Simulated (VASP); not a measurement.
Here is a VASP 6.6.1 calculation.

File POSCAR:

```
ZrSe2
1.0
    3.7893855200      0.0000000000      0.0000000000
   -1.8946927600      3.2817041251      0.0000000000
    0.0000000000      0.0000000000      6.1806783018
Zr Se
1 2
Direct
    0.0000000000      0.0000000000      0.0000000000
    0.3333333333      0.6666666667      0.2537453253
    0.6666666667      0.3333333333      0.7462546747
```

File INCAR.step1:

```
PREC = Accurate
ENCUT = 440
EDIFF = 1E-5
ISMEAR = 0
SIGMA = 0.01
LREAL = F
LASPH = T
NELM = 120
ALGO = Normal
ISIF = 2
LWAVE = T
GGA = PE
NBANDS = 19
GGA_COMPAT = F
KPAR = 4
```

File INCAR.step2:

```
PREC = Accurate
ENCUT = 440
EDIFF = 1E-6
ISMEAR = 0
SIGMA = 0.01
LREAL = F
LASPH = T
NELM = 120
ALGO = Normal
ISIF = 2
LWAVE = F
LCHARG = T
METAGGA = R2SCAN
LHFCALC = T
AEXX = 0.25
LMIXTAU = T
PRECFOCK = Normal
LVHAR = T
ISTART = 1
NBANDS = 19
GGA_COMPAT = F
KPAR = 4
```

KPOINTS

```
Automatic mesh
0
Gamma
  6 6 4
```

Potentials or basis: VASP PAW PBE potentials, release 64 (Zr_sv, Se).

Run with:

```sh
$ cat potpaw_PBE.64/Zr_sv/POTCAR potpaw_PBE.64/Se/POTCAR > POTCAR
$ cp INCAR.step1 INCAR
$ mpirun -np 4 vasp_std > vasp.out
$ cp INCAR.step2 INCAR
$ mpirun -np 4 vasp_std > vasp.out
```

Task: What does it give for the pressure?

Result: 0.0 GPa.

Task: What does it give for the band gap on the k mesh?

Result: 1.86 eV (least direct gap 2.70 eV).

Forces on the atoms (eV/Å):
```
Zr   0.000  0.000  0.000
Se   0.000  0.000 -0.225
Se   0.000  0.000  0.225
```

Caveat: the PAW data sets were made with another functional, which shifts forces and pressure a little.

**What was measured.**

From “Stress-Tuned Optical Transitions in Layered 1T-MX2 (M= Hf, Zr, Sn; X= S, Se) Crystals”, 2022, arxiv:2210.12074, for a bulk crystal of ZrSe2: band gap 1.2 eV (indirect).

A measured gap of ZrSe2 is 1.2 eV (indirect; quoted in “Stress-Tuned Optical Transitions in Layered 1T-MX2 (M= Hf, Zr, Sn; X= S, Se) Crystals”, 2022, arxiv:2210.12074); the calculated 1.86 eV misses it by +0.66 eV. Spin-orbit coupling on Se, Zr is left out. The value is that of r2SCAN0 on a finite k mesh, which can miss the band edges, without temperature or zero-point motion.
